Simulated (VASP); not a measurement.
# PbS (sol) (Fm-3m) in VASP: a series of runs

The runs below take PbS (sol) through single point, relaxation of cell and atoms, with PBEsol.

Everything below comes from runs of VASP 6.6.1. Logs are shortened: lines on timing, memory, paths and dates and some standing lists are left out, and cuts for length are marked.

## Step 1: The cell of the first run

Symmetry: Fm-3m, No. 225, cubic system. The conventional cell has a = 5.976 Å, b = 5.976 Å, c = 5.976 Å, α = 90.00°, β = 90.00°, γ = 90.00°. Pb (site symmetry m-3m) has 6 S at 2.99 Å within 3.9 Å. S (site symmetry m-3m) has 6 Pb at 2.99 Å within 3.9 Å.

## Step 2: Single point, PBEsol

INCAR

```
SYSTEM = PbS
PREC = Accurate ; ENCUT = 500
EDIFF = 1E-6 ; ISMEAR = 0
SIGMA = 0.1 ; LREAL = .False.
LASPH = .True. ; NELM = 120
ALGO = Normal ; ISIF = 2
LWAVE = .False. ; LCHARG = .False.
GGA = PS ; NBANDS = 17
GGA_COMPAT = .False.
```

KPOINTS

```
regular mesh
0
Gamma
  6 6 6
  0 0 0
```

POSCAR

```
PbS
1.0
    0.0000000000      2.9880867000      2.9880867000
    2.9880867000      0.0000000000      2.9880867000
    2.9880867000      2.9880867000      0.0000000000
Pb S
1 1
Direct
    0.5000000000      0.5000000000      0.5000000000
    0.0000000000      0.0000000000      0.0000000000
```

Potentials or basis: VASP PAW PBE potentials, release 64 (Pb_d, S).

Run with:

```console
cat potpaw_PBE.64/Pb_d/POTCAR potpaw_PBE.64/S/POTCAR > POTCAR
mpirun -np 1 vasp_std > vasp.out
```

OUTCAR:

```text
SYSTEM = PbS
   PREC = Accurate
   ENCUT = 500
   EDIFF = 1E-6
   ISMEAR = 0
   LREAL = .False.
   LASPH = .True.
   NELM = 120
   ISIF = 2
   GGA = PS

 ion  position               nearest neighbor table
   1  0.500  0.500  0.500-   2 2.99   2 2.99   2 2.99   2 2.99   2 2.99   2 2.99
   2  0.000  0.000  0.000-   1 2.99   1 2.99   1 2.99   1 2.99   1 2.99   1 2.99

  LATTYP: Found a face centered cubic cell.
 ALAT       =     5.9761734000

  Lattice vectors:

 A1 = (   0.0000000000,   2.9880867000,   2.9880867000)
 A2 = (   2.9880867000,   0.0000000000,   2.9880867000)
 A3 = (   2.9880867000,   2.9880867000,   0.0000000000)

Analysis of symmetry for initial positions (statically):
=====================================================================
 Subroutine PRICEL returns:
 Original cell was already a primitive cell.

 Routine SETGRP: Setting up the symmetry group for a
 face centered cubic supercell.

 Subroutine GETGRP returns: Found 48 space group operations
 (whereof 48 operations were pure point group operations)
 out of a pool of 48 trial point group operations.

The static configuration has the point symmetry O_h .

Analysis of symmetry for dynamics (positions and initial velocities):
=====================================================================
 Subroutine PRICEL returns:
 Original cell was already a primitive cell.

 Routine SETGRP: Setting up the symmetry group for a
 face centered cubic supercell.

 Subroutine GETGRP returns: Found 48 space group operations
 (whereof 48 operations were pure point group operations)
 out of a pool of 48 trial point group operations.

The dynamic configuration has the point symmetry O_h .

 Subroutine INISYM returns: Found 48 space group operations
 (whereof 48 operations are pure point group operations),
 and found     1 'primitive' translations

----------------------------------------------------------------------------------------

                                     Primitive cell

  volume of cell :      53.3592

  direct lattice vectors                    reciprocal lattice vectors
     0.000000000  2.988086700  2.988086700    -0.167331155  0.167331155  0.167331155
     2.988086700  0.000000000  2.988086700     0.167331155 -0.167331155  0.167331155
     2.988086700  2.988086700  0.000000000     0.167331155  0.167331155 -0.167331155

  length of vectors
     4.225792737  4.225792737  4.225792737     0.289826063  0.289826063  0.289826063

  position of ions in fractional coordinates (direct lattice)
     0.500000000  0.500000000  0.500000000
     0.000000000  0.000000000  0.000000000

  ion indices of the primitive-cell ions
   primitive index   ion index
                 1           1
                 2           2

----------------------------------------------------------------------------------------

 KPOINTS: regular mesh

Automatic generation of k-mesh.
 Grid dimensions read from file:
 generate k-points for:    6    6    6

 Generating k-lattice:

  Cartesian coordinates                     Fractional coordinates (reciprocal lattice)
    -0.027888526  0.027888526  0.027888526     0.166666667  0.000000000  0.000000000
     0.027888526 -0.027888526  0.027888526     0.000000000  0.166666667  0.000000000
     0.027888526  0.027888526 -0.027888526     0.000000000  0.000000000  0.166666667

  Length of vectors
     0.048304344  0.048304344  0.048304344

  Shift w.r.t. Gamma in fractional coordinates (k-lattice)
     0.000000000  0.000000000  0.000000000

 Subroutine IBZKPT returns following result:
 ===========================================

 Found     16 irreducible k-points:

 Following reciprocal coordinates:
            Coordinates               Weight
  0.000000  0.000000  0.000000      1.000000
  0.166667  0.000000  0.000000      8.000000
  0.333333  0.000000  0.000000      8.000000
  0.500000  0.000000  0.000000      4.000000
  0.166667  0.166667  0.000000      6.000000
  0.333333  0.166667  0.000000     24.000000
[... 8 lines left out ...]
 -0.333333  0.333333  0.166667     24.000000
 -0.333333  0.500000  0.166667     12.000000
   k-points           NKPTS =     16   k-points in BZ     NKDIM =     16   number of bands    NBANDS=     17
   number of dos      NEDOS =    301   number of ions     NIONS =      2
   total plane-waves  NPLWV =  32768
   dimension x,y,z NGX =    32 NGY =   32 NGZ =   32
   dimension x,y,z NGXF=    64 NGYF=   64 NGZF=   64
   ions per type =               1   1
   NGX,Y,Z   is equivalent  to a cutoff of  12.59, 12.59, 12.59 a.u.
   NGXF,Y,Z  is equivalent  to a cutoff of  25.18, 25.18, 25.18 a.u.
 SYSTEM =  PbS
   PREC   = accura    normal or accurate (medium, high low for compatibility)
   ISTART =      0    job   : 0-new  1-cont  2-samecut
   ICHARG =      2    charge: 1-file 2-atom 10-const
   ISPIN  =      1    spin polarized calculation?
   LNONCOLLINEAR =      F non collinear calculations
   LSORBIT =      F    spin-orbit coupling
   LASPH  =      T    aspherical Exc in radial PAW
   ENCUT  =  500.0 eV  36.75 Ry    6.06 a.u.   7.70  7.70  7.70*2*pi/ulx,y,z
   NELM   =    120;   NELMIN=  2; NELMDL= -5     # of ELM steps
   EDIFF  = 0.1E-05   stopping-criterion for ELM
   LREAL  =      F    real-space projection
   EDIFFG = 0.1E-04   stopping-criterion for IOM
   NSW    =      0    number of steps for IOM
   IBRION =     -1    ionic relax: 0-MD 1-quasi-New 2-CG
   NFREE  =      0    steps in history (QN), initial steepest desc. (CG)
   ISIF   =      2    stress and relaxation
   ISYM   =      2    0-nonsym 1-usesym 2-fastsym
   POTIM  = 0.5000    time-step for ionic-motion
   TEBEG  =    0.0;   TEEND  =   0.0 temperature during run
   PSTRESS=    0.0 pullay stress
   NELECT =      20.0000    total number of electrons
   NUPDOWN=      -1.0000    fix difference up-down
   EMIN   =  10.00;   EMAX   =-10.00  energy-range for DOS
   EFERMI =   0.00;   METHOD = LEGACY
   ISMEAR =     0;   SIGMA  =   0.10  broadening in eV -4-tet -1-fermi 0-gaus
   EFERMI_NEDOS =   21; number of points for ismear=-14 and -15
   IALGO  =     38    algorithm
   IMIX   =      4    mixing-type and parameters
     AMIX     =   0.40;   BMIX     =  1.00
     AMIX_MAG =   1.60;   BMIX_MAG =  1.00
  volume/ion in A,a.u.               =      26.68       180.04
  Fermi-wavevector in a.u.,A,eV,Ry     =   1.180361  2.230559 18.956356  1.393253
  Thomas-Fermi vector in A             =   2.316655
   LORBIT       =      0    0 simple, 1 ext, 2 COOP (PROOUT), +10 PAW based schemes
   GGA     = PS    functional components
   LHFCALC =     F    Hartree Fock is set to
   AEXX    =    0.0000 exact exchange contribution
   IVDW    =     0    specifies the selected vdW correction
   LEPSILON=     F    determine dielectric tensor
   LRPA    =     F    only Hartree local field effects (RPA)
 non-spin polarized calculation
 Gauss-broadening in eV      SIGMA  =   0.10
  energy-cutoff  :      500.00
  volume of cell :       53.36
 maximum number of plane-waves:      1363
   NGX = 15   NGY = 15   NGZ = 15

 number of electron      20.0000001 magnetization

 Free energy of the ion-electron system (eV)
  ---------------------------------------------------
  ext. energy  EPLUGINS =         0.00000000
  ---------------------------------------------------
  free energy    TOTEN  =        -9.44656374 eV

  energy without entropy =       -9.44644139  energy(sigma->0) =       -9.44650257

 E-fermi :   5.5371     XC(G=0):  -9.7832

 val. band max:        5.3686784837   @ k =   0.5000   0.0000   0.0000
 cond. band min:       5.7055959614   @ k =   0.5000   0.0000   0.0000
 fundamental gap:      0.3369174777
 Fermi energy:         5.5371372238

 k-point     1 :       0.0000    0.0000    0.0000
  band No.  band energies     occupation
      1     -11.3109      2.00000
      2     -11.3109      2.00000
      3     -11.3109      2.00000
      4     -11.2970      2.00000
      5     -11.2970      2.00000
      6      -8.0093      2.00000
[... 9 lines left out ...]
     16      12.0940      0.00000
     17      13.9022      0.00000

 k-point     2 :       0.1667    0.0000    0.0000
  band No.  band energies     occupation
      1     -11.3097      2.00000
      2     -11.3091      2.00000
      3     -11.3091      2.00000
      4     -11.2951      2.00000
      5     -11.2951      2.00000
      6      -7.7810      2.00000
[... 9 lines left out ...]
     16      12.6932      0.00000
     17      15.7169      0.00000

 k-point     3 :       0.3333    0.0000    0.0000
  band No.  band energies     occupation
      1     -11.3212      2.00000
      2     -11.3212      2.00000
      3     -11.3081      2.00000
      4     -11.2756      2.00000
      5     -11.2756      2.00000
      6      -7.2027      2.00000
[... 9 lines left out ...]
     16      14.0989      0.00000
     17      17.4027      0.00000

 k-point     4 :       0.5000    0.0000    0.0000
  band No.  band energies     occupation
      1     -11.3280      2.00000
      2     -11.3280      2.00000
      3     -11.3076      2.00000
      4     -11.2650      2.00000
      5     -11.2650      2.00000
      6      -6.7974      2.00000
[... 9 lines left out ...]
     16      15.5199      0.00000
     17      15.8133      0.00000
[... 183 lines left out ...]
      1     -11.3688      2.00000
      2     -11.3117      2.00000
      3     -11.3013      2.00000
      4     -11.2726      2.00000
      5     -11.2689      2.00000
      6      -6.7562      2.00000
[... 9 lines left out ...]
     16      15.9407      0.00000
     17      16.2343      0.00000

 k-point    15 :      -0.3333    0.3333    0.1667
  band No.  band energies     occupation
      1     -11.3786      2.00000
      2     -11.3060      2.00000
      3     -11.2918      2.00000
      4     -11.2898      2.00000
      5     -11.2602      2.00000
      6      -6.4711      2.00000
[... 9 lines left out ...]
     16      16.7624      0.00000
     17      17.0358      0.00000

 k-point    16 :      -0.3333    0.5000    0.1667
  band No.  band energies     occupation
      1     -11.4091      2.00000
      2     -11.3153      2.00000
      3     -11.2881      2.00000
      4     -11.2746      2.00000
      5     -11.2534      2.00000
      6      -6.3645      2.00000
[... 9 lines left out ...]
     16      17.1331      0.00000
     17      17.6801      0.00000

------------------------ aborting loop because EDIFF is reached ----------------------------------------

  FORCE on cell =-STRESS in cart. coord.  units (eV):
  Direction    XX          YY          ZZ          XY          YZ          ZX
  --------------------------------------------------------------------------------------
  -------------------------------------------------------------------------------------
  Total       -0.7115676     -0.7115676     -0.7115676     -0.0000000     -0.0000000     -0.0000000
  in kB      -21.3657013    -21.3657013    -21.3657013     -0.0000000     -0.0000000     -0.0000000
  external PRESSURE =     -21.3657013 kB  Pullay stress =       0.0000000 kB

 VOLUME and BASIS-vectors are now :
 -----------------------------------------------------------------------------
  energy-cutoff  :      500.00
  volume of cell :       53.36
      direct lattice vectors                 reciprocal lattice vectors
     0.000000000  2.988086700  2.988086700    -0.167331155  0.167331155  0.167331155
     2.988086700  0.000000000  2.988086700     0.167331155 -0.167331155  0.167331155
     2.988086700  2.988086700  0.000000000     0.167331155  0.167331155 -0.167331155

 POSITION                                       TOTAL-FORCE (eV/Angst)
 -----------------------------------------------------------------------------------
      2.98809      2.98809      2.98809         0.000000      0.000000      0.000000
      0.00000      0.00000      0.00000         0.000000     -0.000000     -0.000000
 -----------------------------------------------------------------------------------
    total drift:                                0.000000     -0.000000      0.000000

  FREE ENERGIE OF THE ION-ELECTRON SYSTEM (eV)
  ---------------------------------------------------
  free  energy   TOTEN  =        -9.4465637414 eV

  energy  without entropy=       -9.4464413910  energy(sigma->0) =       -9.44650257
```

Run time: 17 s. Hardware: 1 thread of AMD EPYC 9R45 (Zen 5), shared host; peak memory 0.14 GiB.

Results:

| Quantity | Value |
| --- | --- |
| Free energy | -9.4466 eV |
| Pressure | -2.1 GPa |
| Band gap on the k mesh | 0.34 eV, direct |

Levels at points of the mesh, in eV from the valence-band top:
| k point | band 8 | band 9 | band 10 | band 11 | band 12 | band 13 |
| --- | --- | --- | --- | --- | --- | --- |
| (0.00, 0.00, 0.00) | -2.04 | -2.04 | -2.04 | 5.12 | 5.12 | 5.12 |
| (0.50, 0.00, 0.00) | -1.66 | -1.66 | 0.00 | 0.34 | 1.97 | 1.97 |
| (0.50, 0.50, 0.00) | -5.04 | -3.29 | -3.29 | 3.84 | 5.47 | 5.58 |

Caveat: the PAW data sets were made with another functional, which shifts forces and pressure a little; spin-orbit coupling is left out, which moves the levels of the heavy elements. A k mesh can miss the band edges.

## Step 3: Single point, PBEsol

This run uses another cell than the first one, of 25.72 Å³/atom, 0.964 times its volume.

INCAR

```
ALGO     = Normal         # electronic algorithm
EDIFF    = 1E-6           # SCF threshold, eV
ENCUT    = 500            # plane-wave cutoff, eV
GGA      = PS             # functional
GGA_COMPAT= False        
ISIF     = 2              # what is computed and relaxed
ISMEAR   = 0              # smearing method
LASPH    = True           # aspherical terms in the spheres
LCHARG   = False          # write CHGCAR
LREAL    = False          # projectors in reciprocal space
LWAVE    = False          # write WAVECAR
NBANDS   = 17             # bands
NELM     = 120            # most SCF steps
PREC     = Accurate       # precision mode
SIGMA    = 0.02           # smearing width, eV
```

KPOINTS

```
k-points
0
Gamma
  10 10 10
```

POSCAR

```
PbS
1.0
    0.0000000000      2.9516717168      2.9516717168
    2.9516717168      0.0000000000      2.9516717168
    2.9516717168      2.9516717168      0.0000000000
Pb S
1 1
Direct
    0.5000000000      0.5000000000      0.5000000000
    0.0000000000      0.0000000000      0.0000000000
```

Potentials or basis: VASP PAW PBE potentials, release 64 (Pb_d, S).

Run with:

```console
cat potpaw_PBE.64/Pb_d/POTCAR potpaw_PBE.64/S/POTCAR > POTCAR
mpirun -np 1 vasp_std > vasp.out
```

It took 38 s on 1 thread of AMD EPYC 9R45 (Zen 5), shared host; peak memory 0.15 GiB.

Results (log left out):

```yaml
Free_energy: -9.4567 eV
Pressure: -0.1 GPa
Band_gap_on_the_k_mesh: 0.20 eV, direct
```

Levels at points of the mesh, in eV from the valence-band top:
| k point | band 8 | band 9 | band 10 | band 11 | band 12 | band 13 |
| --- | --- | --- | --- | --- | --- | --- |
| (0.00, 0.00, 0.00) | -2.26 | -2.26 | -2.26 | 5.18 | 5.18 | 5.18 |
| (0.50, 0.00, 0.00) | -1.85 | -1.85 | 0.00 | 0.20 | 1.84 | 1.85 |
| (0.50, 0.50, 0.00) | -5.40 | -3.58 | -3.58 | 3.64 | 5.56 | 5.68 |

Caveat: the PAW data sets were made with another functional, which shifts forces and pressure a little; spin-orbit coupling is left out, which moves the levels of the heavy elements. A k mesh can miss the band edges.

## Step 4: Relaxation of cell and atoms, PBEsol

INCAR

```
PREC = Accurate
ENCUT = 500
EDIFF = 1E-7
ISMEAR = 0
SIGMA = 0.02
LREAL = False
LASPH = True
NELM = 120
ALGO = Normal
ISIF = 3
LWAVE = False
LCHARG = False
GGA = PS
IBRION = 2
NSW = 100
EDIFFG = -0.002
GGA_COMPAT = False
NELMIN = 4
```

KPOINTS

```
Automatic mesh
0
Gamma
  10 10 10
```

POSCAR

```
PbS
1.0
    0.0000000000      2.9880867000      2.9880867000
    2.9880867000      0.0000000000      2.9880867000
    2.9880867000      2.9880867000      0.0000000000
Pb S
1 1
Direct
    0.5000000000      0.5000000000      0.5000000000
    0.0000000000      0.0000000000      0.0000000000
```

Run with:

```console
cat potpaw_PBE.64/Pb_d/POTCAR potpaw_PBE.64/S/POTCAR > POTCAR
mpirun -np 1 vasp_std > vasp.out
```

Wall time 80 s (1 thread of AMD EPYC 9R45 (Zen 5), shared host); peak memory 0.17 GiB.

Results (log left out):

| Quantity | Value |
| --- | --- |
| Free energy | -9.4576 eV |
| Relaxed volume | 25.69 Å³/atom |
| Relaxed cell | a = 4.173 Å, b = 4.173 Å, c = 4.173 Å, α = 60.00°, β = 60.00°, γ = 60.00° |
| Space group after relaxing (to 0.05 Å) | Fm-3m (No. 225) |
| Energy gained by relaxing | 6.6 meV/atom |
| Ionic steps | 3 |
| Pressure after relaxing | 0.0 GPa |
| Band gap on the k mesh | 0.20 eV, direct |

Step by step:
| step | energy change (eV) | largest force (eV/Å) | pressure (GPa) | volume (Å³) |
| --- | --- | --- | --- | --- |
| 1 | 0.0000 | 0.0000 | -2.09 | 53.36 |
| 2 | -0.0116 | 0.0000 | 0.82 | 50.72 |
| 3 | -0.0133 | 0.0000 | 0.00 | 51.39 |

Final structure:
```xyz
2
Lattice="0.0000 2.9508 2.9508 2.9508 0.0000 2.9508 2.9508 2.9508 0.0000" Properties=species:S:1:pos:R:3 pbc="T T T"
Pb    2.9508    2.9508    2.9508
S     0.0000    0.0000    0.0000
```

Levels at points of the mesh, in eV from the valence-band top:
```tsv
k point	band 8	band 9	band 10	band 11	band 12	band 13
(0.00, 0.00, 0.00)	-2.26	-2.26	-2.26	5.19	5.19	5.19
(0.50, 0.00, 0.00)	-1.85	-1.85	0.00	0.20	1.84	1.84
(0.50, 0.50, 0.00)	-5.41	-3.58	-3.58	3.64	5.56	5.68
```

Caveat: the PAW data sets were made with another functional, which shifts forces and pressure a little; spin-orbit coupling is left out, which moves the levels of the heavy elements. A k mesh can miss the band edges.

## Step 5: Overview

```csv
task,cell,k mesh,smearing,gap on the mesh (eV),pressure (GPa)
single point,"a = 4.226 Å, angles 60.0°, 2 atoms",6 × 6 × 6,gaussian 0.1 eV,0.34,-2.1
single point,"a = 4.174 Å, angles 60.0°, 2 atoms",10 × 10 × 10,gaussian 0.02 eV,0.20,-0.1
relaxation of cell and atoms,"relaxed from a = 4.226 Å, angles 60.0°, 2 atoms",10 × 10 × 10,gaussian 0.02 eV,0.20,0.0
```

Alike in all rows: level PBEsol; potentials or basis VASP PAW PBE potentials, release 64 (Pb_d, S); no spin polarisation; cutoff (eV) 500.

Caveats: the PAW data sets were made with another functional, which shifts forces and pressure a little; spin-orbit coupling is left out, which moves the levels of the heavy elements.

Absolute energies hang on the potentials; compare differences alone.
